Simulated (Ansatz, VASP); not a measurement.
## BN in VASP and in Ansatz

```
B N
1.0
     2.50245    0.00000    0.00000
    -1.25123    2.16719    0.00000
     0.00000    0.00000    4.21030
B N
2 2
Direct
  0.33333 0.66667 0.00007
  0.66667 0.33333 0.50007
  0.33333 0.66667 0.37393
  0.66667 0.33333 0.87393
```

Change from the starting cell: strained cell.

Alike in both runs: task relaxation of the atoms; functional PBEsol; k mesh 9 × 9 × 6; occupations gaussian, width 0.02 eV; no spin polarisation.

|  | VASP | Ansatz |
| --- | --- | --- |
| version | VASP 6.6.1 | Ansatz 0.2.0 |
| potentials or method | VASP PAW PBE potentials, release 64 (B, N), cutoff 520 eV | scalar-relativistic, plane waves, PAW |
| valence electrons in the cell | 16 | 16 |

Ansatz gave:

```
gap on the k mesh at the Fermi level, each at its own relaxed structure (eV) : 4.80
```

**Question.** Estimate VASP's values.

**Answer.** gap on the k mesh at the Fermi level, each at its own relaxed structure (eV): 4.78.

VASP's potentials were made for PBE, not for PBEsol, and Ansatz warns of the same on its side. Ansatz's warnings: stress scf threshold loose.
